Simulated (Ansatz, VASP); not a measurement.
# Sb: VASP beside Ansatz

File INCAR:

```
  ALGO = Normal
  EDIFF = 1E-6
  ENCUT = 500
  GGA = PS
  GGA_COMPAT = False
  ISIF = 2
  ISMEAR = -1
  LASPH = True
  LCHARG = False
  LREAL = False
  LWAVE = False
  NBANDS = 12
  NELM = 120
  PREC = Accurate
  SIGMA = 0.05
```

Contents of KPOINTS:

```
k-points
0
Gamma
  9 9 9
```

The input POSCAR:

```
Sb
1.0
    2.1506003320      1.2416496806      3.7065600000
   -2.1506003320      1.2416496806      3.7065600000
    0.0000000000     -2.4832993611      3.7065600000
Sb
2
Direct
    0.2336400000      0.2336400000      0.2336400000
    0.7663600000      0.7663600000      0.7663600000
```

Input for Ansatz:

```yaml
crystal:
  lattice:
    - [2.150600332, 1.2416496806, 3.70656]
    - [-2.150600332, 1.2416496806, 3.70656]
    - [0.0, -2.4832993611, 3.70656]
  atoms:
    - { symbol: Sb, position: [0.23364, 0.23364, 0.23364] }
    - { symbol: Sb, position: [0.76636, 0.76636, 0.76636] }
kpoints:
  mp_grid: { grid: [9, 9, 9] }
  band_path:
    path:
      - [0.0, 0.0, 0.0]
      - [0.5, 0.5, 0.5]
      - [0.7585224412, 0.2414775588, 0.5]
      - [0.5, -0.2414775588, 0.2414775588]
      - [0.5, 0.0, 0.0]
      - [0.0, 0.0, 0.0]
      - [0.3707387794, -0.3707387794, 0.0]
      - [0.6292612206, 0.0, 0.3707387794]
      - [0.5, 0.0, 0.5]
    npoints: 5
scf:
  occupations: { method: fermi_dirac, width: 0.05 }
hamiltonian:
  xc: pbesol
  pseudopotentials: { kind: all_electron, lapw: { basis_error: 0.0005 } }
output:
  forces: true
  stress: true
  eigenvalues: true
```

Change from the starting cell: zz strain of -1 %.

Alike in both runs: task single point; functional PBEsol; k mesh 9 × 9 × 9; occupations fermi-dirac, width 0.05 eV; no spin polarisation.

|  | VASP | Ansatz |
| --- | --- | --- |
| version | VASP 6.6.1 | Ansatz 0.2.0 |
| potentials or method | VASP PAW PBE potentials, release 64 (Sb), cutoff 500 eV | all-electron LAPW, scalar-relativistic |

|  | VASP | Ansatz | Ansatz less VASP |
| --- | --- | --- | --- |
| pressure (GPa) | 1.2 | 1.0 | -0.20 |
| traceless stress, the component that is largest in VASP (GPa) | -0.19 | -0.13 | +0.058 |
| rms of the force components (eV/Å) | 0.153 | 0.120 | -0.0333 |

VASP's potentials were made for PBE, not for PBEsol. Atom by atom the forces differ by 0.033 eV/Å (rms over components). Ansatz ran all-electron here, and VASP with PAW potentials.

Neither program's run includes spin-orbit coupling.
